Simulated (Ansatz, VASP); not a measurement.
**CS2 in VASP and in Ansatz**

```
CELL_PARAMETERS angstrom
3.64579 -2.99431 0.00000
3.64579 2.99431 0.00000
0.00000 0.00000 9.85126
ATOMIC_POSITIONS crystal
S 0.18152 0.81848 0.88687
S 0.31848 0.68152 0.38687
S 0.68152 0.31848 0.61313
S 0.81848 0.18152 0.11313
C 0.50000 0.50000 0.50000
C 0.00000 0.00000 0.00000
```

Alike in both runs: task single point; functional PBE; k mesh 6 × 6 × 3; occupations fermi-dirac, width 0.05 eV; no spin polarisation.

|  | VASP | Ansatz |
| --- | --- | --- |
| version | VASP 6.6.1 | Ansatz 0.2.0 |
| potentials or method | VASP PAW PBE potentials, release 64 (S, C) | Ansatz PAW |
| plane-wave cutoff (eV) | 520 | 420 |
| valence electrons in the cell | 32 | 32 |

|  | VASP | Ansatz | Ansatz less VASP |
| --- | --- | --- | --- |
| gap on the k mesh at the Fermi level (eV) | 3.43 | 3.41 | -0.018 |
| least direct gap on the mesh (eV) | 3.43 | 3.41 | -0.018 |
| pressure (GPa) | 0.0 | 0.4 | +0.43 |
| traceless stress, the component that is largest in VASP (GPa) | 0.00 | -0.40 | -0.398 |
| rms of the force components (eV/Å) | 0.001 | 0.121 | +0.1198 |

Atom by atom the forces differ by 0.120 eV/Å (rms over components). One of these differences is far larger than is usual between the two programs; its cause wasn't traced. The functional is the same, so the differences come from potentials, cutoffs and numerics.

Noted on Ansatz's run: odd divisions of the mesh miss points on the zone boundary, where band edges often lie, so the gap on the mesh can be too wide.
